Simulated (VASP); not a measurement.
# Al2C3 (P-3m1) in VASP: a series of runs

Runs on Al2C3. Level: PBE. Tasks: single point, relaxation of cell and atoms.

Program: VASP 6.6.1. These are calculated values, not measurements. Logs are shortened: lines on timing, memory, paths and dates and some standing lists are left out, and cuts for length are marked.

## Step 1: The cell of the first run

The structure is trigonal, space group P-3m1 (No. 164). Conventional cell: a = 2.865 Å, b = 2.865 Å, c = 6.096 Å, α = 90.00°, β = 90.00°, γ = 120.00°. Al (site symmetry 3m) has 7 C at 1.97 to 2.37 Å and 3 Al at 2.69 Å within 2.7 Å. C (site symmetry -3m) has 6 Al at 1.97 Å within 2.6 Å. Within 2.4 Å of C (site symmetry 3m) lie 3 C at 1.75 Å and 4 Al at 2.28 to 2.37 Å.

## Step 2: Single point, PBE

INCAR reads:

```
SYSTEM = Al2C3
  PREC = Accurate
  ENCUT = 520
  EDIFF = 1E-7
  ISMEAR = 0
  SIGMA = 0.1
  LREAL = .False.
  LASPH = .True.
  NELM = 100
  ALGO = Normal
  ISIF = 2
  LWAVE = .False.
  LCHARG = .False.
  GGA = PE
  NBANDS = 17
```

KPOINTS reads:

```
regular mesh
0
Gamma
  6 6 4
  0 0 0
```

POSCAR reads:

```
Al2C3
1.0
    2.8654866648      0.0000000000      0.0000000000
   -1.4327433324      2.4815842459      0.0000000000
    0.0000000000      0.0000000000      6.0962102223
Al C
2 3
Direct
    0.3333333333      0.6666666667      0.1739611581
    0.6666666667      0.3333333333      0.8260388419
    0.0000000000      0.0000000000      0.0000000000
    0.3333333333      0.6666666667      0.5471836630
    0.6666666667      0.3333333333      0.4528163370
```

Potentials or basis: VASP PAW PBE potentials, release 64 (Al, C).

On the command line:

```console
> cat potpaw_PBE.64/Al/POTCAR potpaw_PBE.64/C/POTCAR > POTCAR
> mpirun -np 1 vasp_std > vasp.out
```

OUTCAR:

```text
SYSTEM = Al2C3
   PREC = Accurate
   ENCUT = 520
   EDIFF = 1E-7
   ISMEAR = 0
   LREAL = .False.
   LASPH = .True.
   NELM = 100
   ISIF = 2
   GGA = PE

 ion  position               nearest neighbor table
   1  0.333  0.667  0.174-   3 1.97   3 1.97   3 1.97   4 2.28   5 2.37   5 2.37   5 2.37   2 2.69
                             2 2.69   2 2.69
   2  0.667  0.333  0.826-   3 1.97   3 1.97   3 1.97   5 2.28   4 2.37   4 2.37   4 2.37   1 2.69
                             1 2.69   1 2.69
   3  0.000  0.000  0.000-   1 1.97   2 1.97   1 1.97   2 1.97   2 1.97   1 1.97
   4  0.333  0.667  0.547-   5 1.75   5 1.75   5 1.75   1 2.28   2 2.37   2 2.37   2 2.37
   5  0.667  0.333  0.453-   4 1.75   4 1.75   4 1.75   2 2.28   1 2.37   1 2.37   1 2.37

  LATTYP: Found a hexagonal cell.
 ALAT       =     2.8654866648
 C/A-ratio  =     2.1274606848

  Lattice vectors:

 A1 = (   2.8654866648,   0.0000000000,   0.0000000000)
 A2 = (  -1.4327433324,   2.4815842459,   0.0000000000)
 A3 = (   0.0000000000,   0.0000000000,   6.0962102223)

Analysis of symmetry for initial positions (statically):
=====================================================================
 Subroutine PRICEL returns:
 Original cell was already a primitive cell.

 Routine SETGRP: Setting up the symmetry group for a
 hexagonal supercell.

 Subroutine GETGRP returns: Found 12 space group operations
 (whereof 12 operations were pure point group operations)
 out of a pool of 24 trial point group operations.

The static configuration has the point symmetry D_3d.

Analysis of symmetry for dynamics (positions and initial velocities):
=====================================================================
 Subroutine PRICEL returns:
 Original cell was already a primitive cell.

 Routine SETGRP: Setting up the symmetry group for a
 hexagonal supercell.

 Subroutine GETGRP returns: Found 12 space group operations
 (whereof 12 operations were pure point group operations)
 out of a pool of 24 trial point group operations.

The dynamic configuration has the point symmetry D_3d.

 Subroutine INISYM returns: Found 12 space group operations
 (whereof 12 operations are pure point group operations),
 and found     1 'primitive' translations

----------------------------------------------------------------------------------------

                                     Primitive cell

  volume of cell :      43.3498

  direct lattice vectors                    reciprocal lattice vectors
     2.865486665  0.000000000  0.000000000     0.348980860  0.201484193  0.000000000
    -1.432743332  2.481584246  0.000000000     0.000000000  0.402968387  0.000000000
     0.000000000  0.000000000  6.096210222     0.000000000  0.000000000  0.164036338

  length of vectors
     2.865486665  2.865486665  6.096210222     0.402968387  0.402968387  0.164036338

  position of ions in fractional coordinates (direct lattice)
     0.333333333  0.666666667  0.173961158
     0.666666667  0.333333333  0.826038842
     0.000000000  0.000000000  0.000000000
     0.333333333  0.666666667  0.547183663
     0.666666667  0.333333333  0.452816337

  ion indices of the primitive-cell ions
   primitive index   ion index
                 1           1
                 2           2
                 3           3
                 4           4
                 5           5

----------------------------------------------------------------------------------------

 KPOINTS: regular mesh

Automatic generation of k-mesh.
 Grid dimensions read from file:
 generate k-points for:    6    6    4

 Generating k-lattice:

  Cartesian coordinates                     Fractional coordinates (reciprocal lattice)
     0.058163477  0.033580699  0.000000000     0.166666667  0.000000000  0.000000000
     0.000000000  0.067161398  0.000000000     0.000000000  0.166666667  0.000000000
     0.000000000  0.000000000  0.041009084     0.000000000  0.000000000  0.250000000

  Length of vectors
     0.067161398  0.067161398  0.041009084

  Shift w.r.t. Gamma in fractional coordinates (k-lattice)
     0.000000000  0.000000000  0.000000000

 Subroutine IBZKPT returns following result:
 ===========================================

 Found     24 irreducible k-points:

 Following reciprocal coordinates:
            Coordinates               Weight
  0.000000  0.000000  0.000000      1.000000
  0.166667  0.000000  0.000000      6.000000
  0.333333  0.000000  0.000000      6.000000
  0.500000  0.000000  0.000000      3.000000
  0.166667  0.166667  0.000000      6.000000
  0.333333  0.166667  0.000000     12.000000
[... 16 lines left out ...]
  0.333333  0.166667  0.500000     12.000000
  0.333333  0.333333  0.500000      2.000000
   k-points           NKPTS =     24   k-points in BZ     NKDIM =     24   number of bands    NBANDS=     17
   number of dos      NEDOS =    301   number of ions     NIONS =      5
   total plane-waves  NPLWV =  27648
   dimension x,y,z NGX =    24 NGY =   24 NGZ =   48
   dimension x,y,z NGXF=    48 NGYF=   48 NGZF=   96
   ions per type =               2   3
   NGX,Y,Z   is equivalent  to a cutoff of  13.92, 13.92, 13.09 a.u.
   NGXF,Y,Z  is equivalent  to a cutoff of  27.85, 27.85, 26.18 a.u.
 SYSTEM =  Al2C3
   PREC   = accura    normal or accurate (medium, high low for compatibility)
   ISTART =      0    job   : 0-new  1-cont  2-samecut
   ICHARG =      2    charge: 1-file 2-atom 10-const
   ISPIN  =      1    spin polarized calculation?
   LNONCOLLINEAR =      F non collinear calculations
   LSORBIT =      F    spin-orbit coupling
   LASPH  =      T    aspherical Exc in radial PAW
   ENCUT  =  520.0 eV  38.22 Ry    6.18 a.u.   5.33  5.33 11.33*2*pi/ulx,y,z
   NELM   =    100;   NELMIN=  2; NELMDL= -5     # of ELM steps
   EDIFF  = 0.1E-06   stopping-criterion for ELM
   LREAL  =      F    real-space projection
   EDIFFG = 0.1E-05   stopping-criterion for IOM
   NSW    =      0    number of steps for IOM
   IBRION =     -1    ionic relax: 0-MD 1-quasi-New 2-CG
   NFREE  =      0    steps in history (QN), initial steepest desc. (CG)
   ISIF   =      2    stress and relaxation
   ISYM   =      2    0-nonsym 1-usesym 2-fastsym
   POTIM  = 0.5000    time-step for ionic-motion
   TEBEG  =    0.0;   TEEND  =   0.0 temperature during run
   PSTRESS=    0.0 pullay stress
   NELECT =      18.0000    total number of electrons
   NUPDOWN=      -1.0000    fix difference up-down
   EMIN   =  10.00;   EMAX   =-10.00  energy-range for DOS
   EFERMI =   0.00;   METHOD = LEGACY
   ISMEAR =     0;   SIGMA  =   0.10  broadening in eV -4-tet -1-fermi 0-gaus
   EFERMI_NEDOS =   21; number of points for ismear=-14 and -15
   IALGO  =     38    algorithm
   IMIX   =      4    mixing-type and parameters
     AMIX     =   0.40;   BMIX     =  1.00
     AMIX_MAG =   1.60;   BMIX_MAG =  1.00
  volume/ion in A,a.u.               =       8.67        58.51
  Fermi-wavevector in a.u.,A,eV,Ry     =   1.221340  2.307998 20.295419  1.491671
  Thomas-Fermi vector in A             =   2.356526
   LORBIT       =      0    0 simple, 1 ext, 2 COOP (PROOUT), +10 PAW based schemes
   GGA     = PE    functional components
   LHFCALC =     F    Hartree Fock is set to
   AEXX    =    0.0000 exact exchange contribution
   IVDW    =     0    specifies the selected vdW correction
   LEPSILON=     F    determine dielectric tensor
   LRPA    =     F    only Hartree local field effects (RPA)
 non-spin polarized calculation
 Gauss-broadening in eV      SIGMA  =   0.10
  energy-cutoff  :      520.00
  volume of cell :       43.35
 maximum number of plane-waves:      1199
 NGX is ok and might be reduce to    24
   NGX = 11   NGY = 11   NGZ = 23

 number of electron      18.0000000 magnetization

 Free energy of the ion-electron system (eV)
  ---------------------------------------------------
  ext. energy  EPLUGINS =         0.00000000
  ---------------------------------------------------
  free energy    TOTEN  =       -31.90618538 eV

  energy without entropy =      -31.90379308  energy(sigma->0) =      -31.90498923

 E-fermi :  10.8920     XC(G=0): -11.9100

 val. band max:       10.8751622432   @ k =   0.5000   0.0000   0.5000
 cond. band min:      11.3904105885   @ k =   0.3333   0.0000   0.0000
 fundamental gap:      0.5152483453
 Fermi energy:        10.8920340648

 k-point     1 :       0.0000    0.0000    0.0000
  band No.  band energies     occupation
      1      -8.0877      2.00000
      2      -4.3826      2.00000
      3      -0.9193      2.00000
      4       6.2164      2.00000
      5       6.8024      2.00000
      6       6.8024      2.00000
[... 9 lines left out ...]
     16      20.0749      0.00000
     17      20.0749      0.00000

 k-point     2 :       0.1667    0.0000    0.0000
  band No.  band energies     occupation
      1      -7.5558      2.00000
      2      -3.8480      2.00000
      3      -0.3288      2.00000
      4       4.2584      2.00000
      5       6.0160      2.00000
      6       6.5407      2.00000
[... 9 lines left out ...]
     16      19.9257      0.00000
     17      20.7959      0.00000

 k-point     3 :       0.3333    0.0000    0.0000
  band No.  band energies     occupation
      1      -6.0100      2.00000
      2      -2.3481      2.00000
      3       0.4286      2.00000
      4       1.4148      2.00000
      5       4.6127      2.00000
      6       4.8961      2.00000
[... 9 lines left out ...]
     16      18.3249      0.00000
     17      20.6165      0.00000

 k-point     4 :       0.5000    0.0000    0.0000
  band No.  band energies     occupation
      1      -4.2191      2.00000
      2      -2.3462      2.00000
      3      -0.6305      2.00000
      4       2.1885      2.00000
      5       3.6729      2.00000
      6       4.4543      2.00000
[... 9 lines left out ...]
     16      18.5965      0.00000
     17      21.2553      0.00000

 k-point     5 :       0.1667    0.1667    0.0000
  band No.  band energies     occupation
      1      -6.5129      2.00000
      2      -2.8196      2.00000
      3       0.8085      2.00000
      4       1.8469      2.00000
      5       4.2451      2.00000
      6       6.1462      2.00000
[... 9 lines left out ...]
     16      19.0977      0.00000
     17      20.2746      0.00000

 k-point     6 :       0.3333    0.1667    0.0000
  band No.  band energies     occupation
      1      -4.5807      2.00000
      2      -1.4172      2.00000
      3      -0.8444      2.00000
      4       2.8587      2.00000
      5       2.9443      2.00000
      6       3.5206      2.00000
[... 9 lines left out ...]
     16      18.3843      0.00000
     17      18.7071      0.00000
[... 281 lines left out ...]
 k-point    21 :       0.5000    0.0000    0.5000
  band No.  band energies     occupation
      1      -4.1925      2.00000
      2      -2.1523      2.00000
      3      -1.0303      2.00000
      4       1.5201      2.00000
      5       4.4669      2.00000
      6       5.0826      2.00000
[... 9 lines left out ...]
     16      19.8525      0.00000
     17      20.0896      0.00000

 k-point    22 :       0.1667    0.1667    0.5000
  band No.  band energies     occupation
      1      -6.4340      2.00000
      2      -3.2718      2.00000
      3       1.8084      2.00000
      4       2.5499      2.00000
      5       3.9001      2.00000
      6       4.5918      2.00000
[... 9 lines left out ...]
     16      18.0719      0.00000
     17      20.2661      0.00000

 k-point    23 :       0.3333    0.1667    0.5000
  band No.  band energies     occupation
      1      -4.5297      2.00000
      2      -1.3613      2.00000
      3      -1.1474      2.00000
      4       2.6010      2.00000
      5       2.8800      2.00000
      6       4.8605      2.00000
[... 9 lines left out ...]
     16      19.1745      0.00000
     17      20.0735      0.00000

 k-point    24 :       0.3333    0.3333    0.5000
  band No.  band energies     occupation
      1      -2.6465      2.00000
      2      -2.6465      2.00000
      3      -0.2721      2.00000
      4       1.3166      2.00000
      5       3.2286      2.00000
      6       3.2286      2.00000
[... 9 lines left out ...]
     16      19.9587      0.00000
     17      19.9587      0.00000

------------------------ aborting loop because EDIFF is reached ----------------------------------------

  FORCE on cell =-STRESS in cart. coord.  units (eV):
  Direction    XX          YY          ZZ          XY          YZ          ZX
  --------------------------------------------------------------------------------------
  -------------------------------------------------------------------------------------
  Total        0.0424261      0.0424261     -0.0691332      0.0000000      0.0000000      0.0000000
  in kB        1.5680383      1.5680383     -2.5551108      0.0000000      0.0000000      0.0000000
  external PRESSURE =       0.1936553 kB  Pullay stress =       0.0000000 kB

 VOLUME and BASIS-vectors are now :
 -----------------------------------------------------------------------------
  energy-cutoff  :      520.00
  volume of cell :       43.35
      direct lattice vectors                 reciprocal lattice vectors
     2.865486665  0.000000000  0.000000000     0.348980860  0.201484193  0.000000000
    -1.432743332  2.481584246  0.000000000     0.000000000  0.402968387  0.000000000
     0.000000000  0.000000000  6.096210222     0.000000000  0.000000000  0.164036338

 POSITION                                       TOTAL-FORCE (eV/Angst)
 -----------------------------------------------------------------------------------
     -0.00000      1.65439      1.06050        -0.000000     -0.000000     -0.013411
      1.43274      0.82719      5.03571         0.000000      0.000000      0.013411
      0.00000      0.00000      0.00000        -0.000000      0.000000      0.000000
     -0.00000      1.65439      3.33575         0.000000      0.000000     -0.004450
      1.43274      0.82719      2.76046        -0.000000     -0.000000      0.004450
 -----------------------------------------------------------------------------------
    total drift:                               -0.000000      0.000000     -0.000000

  FREE ENERGIE OF THE ION-ELECTRON SYSTEM (eV)
  ---------------------------------------------------
  free  energy   TOTEN  =       -31.9061853819 eV

  energy  without entropy=      -31.9037930753  energy(sigma->0) =      -31.90498923
```

Run time: 16 s. Hardware: 1 thread of AMD EPYC 9R14 (Zen 4), shared host; peak memory 0.14 GiB.

What came out:

- Free energy: -31.9062 eV
- Pressure: 0.0 GPa
- Largest force: 0.013 eV/Å
- Band gap on the k mesh: zero (bands 9 and 10 overlap by 0.66 eV)

Forces on the atoms (eV/Å):
```
Al   0.000  0.000 -0.013
Al   0.000  0.000  0.013
C    0.000  0.000  0.000
C    0.000  0.000 -0.004
C    0.000  0.000  0.004
```

Stress tensor (GPa, compression positive):
```
 0.16  0.00  0.00
 0.00  0.16  0.00
 0.00  0.00 -0.26
```

Caveat: the k points lie up to 0.42 Å⁻¹ apart, too coarse for converged energies and pressures of a metal.

[end of part 1 of 3]
